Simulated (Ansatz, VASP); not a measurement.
**ZrB2: VASP beside Ansatz**

```xyz
3
Lattice="3.0697 0.0000 0.0000 -1.5349 2.6585 0.0000 0.0000 0.0000 3.8522" Properties=species:S:1:pos:R:3 pbc="T T T"
Zr    0.0000    0.0000    0.0000
B     0.0000    1.7723    1.9261
B     1.5349    0.8862    1.9261
```

Alike in both runs: task single point; functional PBEsol; k mesh 18 × 18 × 12; occupations gaussian, width 0.15 eV; no spin polarisation.

|  | VASP | Ansatz |
| --- | --- | --- |
| version | VASP 6.6.1 | Ansatz 0.2.0 |
| potentials or method | VASP PAW PBE potentials, release 64 (Zr_sv, B), cutoff 520 eV | scalar-relativistic, plane waves, PAW |
| valence electrons in the cell | 18 | 18 |

Ansatz gave:

- gap on the k mesh at the Fermi level (eV): none
- pressure (GPa): -5.9
- traceless stress, the component that is largest in VASP (GPa): -25.14

What did VASP give for the same quantities?

gap on the k mesh at the Fermi level (eV): none; pressure (GPa): -5.6; traceless stress, the component that is largest in VASP (GPa): -25.19.

VASP's potentials were made for PBE, not for PBEsol. A gap of «none» marks a metal or a gap that the smearing closes. With one functional, cell and mesh, what is left measures potentials, basis and numerics.
